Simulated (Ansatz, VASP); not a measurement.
## One calculation of Be2Se, two programs

```xyz
3
Lattice="0.0000 2.8403 2.8403 2.8403 0.0000 2.8403 2.8403 2.8403 0.0000" Properties=species:S:1:pos:R:3 pbc="T T T"
Be    1.4202    1.4202    1.4202
Be    4.2605    4.2605    4.2605
Se    0.0000    0.0000    0.0000
```

Alike in both runs: functional PBE; k mesh 6 × 6 × 6; occupations gaussian, width 0.2 eV; no spin polarisation.

Ansatz relaxed the structure, and its values are those at the end. VASP's run is a single point on that final structure, the one shown.

|  | VASP | Ansatz |
| --- | --- | --- |
| version | VASP 6.6.1 | Ansatz 0.2.0 |
| potentials or method | VASP PAW PBE potentials, release 64 (Be, Se), cutoff 600 eV | scalar-relativistic, plane waves, PAW |
| valence electrons in the cell | 10 | 20 |

|  | VASP | Ansatz | Ansatz less VASP |
| --- | --- | --- | --- |
| gap on the k mesh at the Fermi level (eV) | none | none | - |
| pressure (GPa) | 0.3 | 0.2 | -0.06 |

A gap of «none» marks a metal or a gap that the smearing closes. VASP's potentials hold 10 valence electrons a cell and Ansatz's 20, so a difference there can come from the potentials and not from the codes.
